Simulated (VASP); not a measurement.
# Si2W (P6_222) in VASP: a series of runs

The runs below take Si2W through single point, with LDA.

All numbers are computed with VASP 6.6.1; they aren't measurements. Logs are shortened: lines on timing, memory, paths and dates and some standing lists are left out, and cuts for length are marked.

**1. The cell of the first run**

The structure is hexagonal, space group P6_222 (No. 180). The conventional cell has a = 4.436 Å, b = 4.436 Å, c = 6.913 Å, α = 90.00°, β = 90.00°, γ = 120.00°. Within 3.1 Å of Si (site symmetry 2) lie 7 Si at 2.36 to 3.08 Å and 5 W at 2.51 to 2.66 Å. Within 3.3 Å of W (site symmetry 222) lie 10 Si at 2.51 to 2.66 Å and 4 W at 3.20 Å.

**2. Single point, LDA**

The input, INCAR:

```
SYSTEM = Si2W
  PREC = Accurate
  ENCUT = 520
  EDIFF = 1E-6
  ISMEAR = 0
  SIGMA = 0.03
  LREAL = .FALSE.
  LASPH = .TRUE.
  NELM = 100
  ALGO = Normal
  ISIF = 2
  LWAVE = .FALSE.
  LCHARG = .FALSE.
  NBANDS = 43
```

The input, KPOINTS:

```
Automatic mesh
0
G
  9 9 6
  0 0 0
```

The input, POSCAR:

```
Si2W
1.0
    4.4362922824      0.0000000000      0.0000000000
   -2.2181461412      3.8419418152      0.0000000000
    0.0000000000      0.0000000000      6.9126306345
Si W
6 3
Direct
    0.8466874044      0.6933748088      0.5000000000
    0.1533125956      0.8466874044      0.8333333333
    0.6933748088      0.8466874044      0.1666666667
    0.1533125956      0.3066251912      0.5000000000
    0.8466874044      0.1533125956      0.8333333333
    0.3066251912      0.1533125956      0.1666666667
    0.0000000000      0.5000000000      0.1666666667
    0.5000000000      0.5000000000      0.8333333333
    0.5000000000      0.0000000000      0.5000000000
```

Potentials or basis: VASP PAW LDA potentials, release 64 (Si, W_sv).

Started as:

```bash
> cat potpaw_LDA.64/Si/POTCAR potpaw_LDA.64/W_sv/POTCAR > POTCAR
> mpirun -np 1 vasp_std > vasp.out
```

OUTCAR:

```text
SYSTEM = Si2W
   PREC = Accurate
   ENCUT = 520
   EDIFF = 1E-6
   ISMEAR = 0
   LREAL = .FALSE.
   LASPH = .TRUE.
   NELM = 100
   ISIF = 2

 ion  position               nearest neighbor table
   1  0.847  0.693  0.500-   4 2.36   9 2.51   9 2.51   3 2.59   2 2.59   8 2.66   7 2.66   9 2.66
                             4 2.67   4 2.67   6 3.08   5 3.08
   2  0.153  0.847  0.833-   5 2.36   8 2.51   8 2.51   1 2.59   6 2.59   9 2.66   7 2.66   8 2.66
                             5 2.67   5 2.67   4 3.08   3 3.08
   3  0.693  0.847  0.167-   6 2.36   7 2.51   7 2.51   1 2.59   5 2.59   9 2.66   8 2.66   7 2.66
                             6 2.67   6 2.67   4 3.08   2 3.08
   4  0.153  0.307  0.500-   1 2.36   9 2.51   9 2.51   6 2.59   5 2.59   8 2.66   7 2.66   9 2.66
                             1 2.67   1 2.67   3 3.08   2 3.08
   5  0.847  0.153  0.833-   2 2.36   8 2.51   8 2.51   4 2.59   3 2.59   9 2.66   7 2.66   8 2.66
                             2 2.67   2 2.67   1 3.08   6 3.08
   6  0.307  0.153  0.167-   3 2.36   7 2.51   7 2.51   4 2.59   2 2.59   9 2.66   8 2.66   7 2.66
                             3 2.67   3 2.67   1 3.08   5 3.08
   7  0.000  0.500  0.167-   3 2.51   6 2.51   6 2.51   3 2.51   1 2.66   4 2.66   2 2.66   5 2.66
                             3 2.66   6 2.66   9 3.20   9 3.20   8 3.20   8 3.20
   8  0.500  0.500  0.833-   2 2.51   5 2.51   2 2.51   5 2.51   1 2.66   4 2.66   3 2.66   6 2.66
                             5 2.66   2 2.66   9 3.20   9 3.20   7 3.20   7 3.20
   9  0.500  0.000  0.500-   4 2.51   1 2.51   4 2.51   1 2.51   2 2.66   5 2.66   6 2.66   3 2.66
                             4 2.66   1 2.66   7 3.20   8 3.20   8 3.20   7 3.20

  LATTYP: Found a hexagonal cell.
 ALAT       =     4.4362922824
 C/A-ratio  =     1.5582000000

  Lattice vectors:

 A1 = (   4.4362922824,   0.0000000000,   0.0000000000)
 A2 = (  -2.2181461412,   3.8419418152,   0.0000000000)
 A3 = (   0.0000000000,   0.0000000000,   6.9126306345)

Analysis of symmetry for initial positions (statically):
=====================================================================
 Subroutine PRICEL returns:
 Original cell was already a primitive cell.

 Routine SETGRP: Setting up the symmetry group for a
 hexagonal supercell.

 Subroutine GETGRP returns: Found 12 space group operations
 (whereof  4 operations were pure point group operations)
 out of a pool of 24 trial point group operations.

The static configuration has the point symmetry D_2 .
 The point group associated with its full space group is D_6 .

Analysis of symmetry for dynamics (positions and initial velocities):
=====================================================================
 Subroutine PRICEL returns:
 Original cell was already a primitive cell.

 Routine SETGRP: Setting up the symmetry group for a
 hexagonal supercell.
[... 134 lines left out ...]
   EFERMI =   0.00;   METHOD = LEGACY
   ISMEAR =     0;   SIGMA  =   0.03  broadening in eV -4-tet -1-fermi 0-gaus
   EFERMI_NEDOS =   21; number of points for ismear=-14 and -15
   IALGO  =     38    algorithm
   IMIX   =      4    mixing-type and parameters
     AMIX     =   0.40;   BMIX     =  1.00
     AMIX_MAG =   1.60;   BMIX_MAG =  1.00
  volume/ion in A,a.u.               =      13.09        88.34
  Fermi-wavevector in a.u.,A,eV,Ry     =   1.349537  2.550255 24.779603  1.821249
  Thomas-Fermi vector in A             =   2.477115
   LORBIT       =      0    0 simple, 1 ext, 2 COOP (PROOUT), +10 PAW based schemes
   GGA     = CA    functional components
   LHFCALC =     F    Hartree Fock is set to
   AEXX    =    0.0000 exact exchange contribution
   IVDW    =     0    specifies the selected vdW correction
   LEPSILON=     F    determine dielectric tensor
   LRPA    =     F    only Hartree local field effects (RPA)
 non-spin polarized calculation
 Gauss-broadening in eV      SIGMA  =   0.03
  energy-cutoff  :      520.00
  volume of cell :      117.82
 maximum number of plane-waves:      3198
 NGX is ok and might be reduce to    36
   NGX = 17   NGY = 17   NGZ = 25

 number of electron      66.0000004 magnetization

 Free energy of the ion-electron system (eV)
  ---------------------------------------------------
  ext. energy  EPLUGINS =         0.00000000
  ---------------------------------------------------
  free energy    TOTEN  =       -80.58825638 eV

  energy without entropy =      -80.58825638  energy(sigma->0) =      -80.58825638

 E-fermi :  12.5836     XC(G=0): -12.7774

 val. band max:       12.4786404583   @ k =   0.4444   0.0000   0.5000
 cond. band min:      12.6913487690   @ k =   0.2222   0.1111   0.0000
 fundamental gap:      0.2127083107
 Fermi energy:        12.5835953593

 k-point     1 :       0.0000    0.0000    0.0000
  band No.  band energies     occupation
      1     -60.9555      2.00000
      2     -60.9430      2.00000
      3     -60.9430      2.00000
      4     -25.6363      2.00000
      5     -25.6363      2.00000
      6     -25.6055      2.00000
[... 1093 lines left out ...]
     42      16.0869      0.00000
     43      16.7549      0.00000

 [... further k-points ...]

------------------------ aborting loop because EDIFF is reached ----------------------------------------

  FORCE on cell =-STRESS in cart. coord.  units (eV):
  Direction    XX          YY          ZZ          XY          YZ          ZX
  --------------------------------------------------------------------------------------
  -------------------------------------------------------------------------------------
  Total        8.0649211      8.0649211     -9.1809377     -0.0000000      0.0000000      0.0000000
  in kB      109.6721657    109.6721657   -124.8485020     -0.0000000      0.0000000      0.0000000
  external PRESSURE =      31.4986098 kB  Pullay stress =       0.0000000 kB

 VOLUME and BASIS-vectors are now :
 -----------------------------------------------------------------------------
  energy-cutoff  :      520.00
  volume of cell :      117.82
      direct lattice vectors                 reciprocal lattice vectors
     4.436292282  0.000000000  0.000000000     0.225413462  0.130142523  0.000000000
    -2.218146141  3.841941815  0.000000000     0.000000000  0.260285045  0.000000000
     0.000000000  0.000000000  6.912630635     0.000000000  0.000000000  0.144662727

 POSITION                                       TOTAL-FORCE (eV/Angst)
 -----------------------------------------------------------------------------------
      2.21815      2.66391      3.45632         0.000000     -1.999095      0.000000
     -1.19794      3.25292      5.76053         1.731267     -0.999548      0.000000
      1.19794      3.25292      1.15211        -1.731267     -0.999548      0.000000
      0.00000      1.17804      3.45632         0.000000      1.999095      0.000000
      3.41608      0.58902      5.76053        -1.731267      0.999548      0.000000
      1.02021      0.58902      1.15211         1.731267      0.999548      0.000000
     -1.10907      1.92097      1.15211         0.000000      0.000000     -0.000000
      1.10907      1.92097      5.76053         0.000000      0.000000     -0.000000
      2.21815      0.00000      3.45632         0.000000      0.000000      0.000000
 -----------------------------------------------------------------------------------
    total drift:                                0.000000     -0.000000      0.000000

  FREE ENERGIE OF THE ION-ELECTRON SYSTEM (eV)
  ---------------------------------------------------
  free  energy   TOTEN  =       -80.5882563816 eV

  energy  without entropy=      -80.5882563796  energy(sigma->0) =      -80.58825638
```

OSZICAR:

```text
N       E                     dE             d eps       ncg     rms          rms(c)
DAV:   1     0.633151132234E+03    0.63315E+03   -0.34996E+04  4224   0.157E+03
DAV:   2    -0.439299709279E+02   -0.67708E+03   -0.65417E+03  4461   0.452E+02
DAV:   3    -0.822416614035E+02   -0.38312E+02   -0.37119E+02  5194   0.996E+01
DAV:   4    -0.831668985160E+02   -0.92524E+00   -0.91744E+00  5048   0.145E+01
DAV:   5    -0.831842909980E+02   -0.17392E-01   -0.17362E-01  5069   0.218E+00    0.461E+01
DAV:   6    -0.809360366895E+02    0.22483E+01   -0.10087E+01  4912   0.158E+01    0.167E+01
DAV:   7    -0.806532348518E+02    0.28280E+00   -0.88851E-01  4856   0.391E+00    0.740E+00
DAV:   8    -0.805899369783E+02    0.63298E-01   -0.11546E-01  5025   0.182E+00    0.524E-01
DAV:   9    -0.805888229085E+02    0.11141E-02   -0.98570E-03  5312   0.413E-01    0.343E-01
DAV:  10    -0.805882984660E+02    0.52444E-03   -0.16031E-03  4967   0.266E-01    0.669E-02
DAV:  11    -0.805882567344E+02    0.41732E-04   -0.19642E-04  4976   0.867E-02    0.302E-02
DAV:  12    -0.805882563816E+02    0.35283E-06   -0.70605E-06  4610   0.132E-02
   1 F= -.80588256E+02 E0= -.80588256E+02  d E =-.205353E-08
```

stdout:

```text
POSCAR found type information on POSCAR SiW
 POSCAR found :  2 types and       9 ions
 scaLAPACK will be used
 LDA part: xc-table for (Slater(with rela. corr.)+CA(PZ))
 , standard interpolation
 POSCAR, INCAR and KPOINTS ok, starting setup
 FFT: planning ... GRIDC
 FFT: planning ... GRID_SOFT
 FFT: planning ... GRID
 WAVECAR not read
 entering main loop
```

Wall time 2 min (1 thread of Intel Xeon Platinum 8488C (Sapphire Rapids), shared host); peak memory 0.32 GiB.

Results:

```yaml
Free_energy: -80.5883 eV
Pressure: 3.1 GPa
Largest_force: 1.999 eV/Å
Band_gap_on_the_k_mesh: 0.21 eV (least direct gap 0.90 eV)
```

Forces in eV/Å, atoms in the order of the input:
```
Si   0.000 -1.999  0.000
Si   1.731 -1.000  0.000
Si  -1.731 -1.000  0.000
Si   0.000  1.999  0.000
Si  -1.731  1.000  0.000
Si   1.731  1.000  0.000
W    0.000  0.000  0.000
W    0.000  0.000  0.000
W    0.000  0.000  0.000
```

Levels at points of the mesh, in eV from the valence-band top:
| k point | band 31 | band 32 | band 33 | band 34 | band 35 | band 36 |
| --- | --- | --- | --- | --- | --- | --- |
| (0.00, 0.00, 0.00) | -2.36 | -1.34 | -0.66 | 2.04 | 2.04 | 2.58 |
| (0.00, 0.00, 0.50) | -1.55 | -1.00 | -1.00 | 2.14 | 2.15 | 2.15 |

Caveat: the stress differs along the axes, from -12 to 11 GPa; spin-orbit coupling is left out, which moves the levels of the heavy elements; forces of over 1 eV/Å act on the atoms, so gaps and moduli don't describe the material at rest. A k mesh can miss the band edges.

(Part 1 of 3 ends here.)
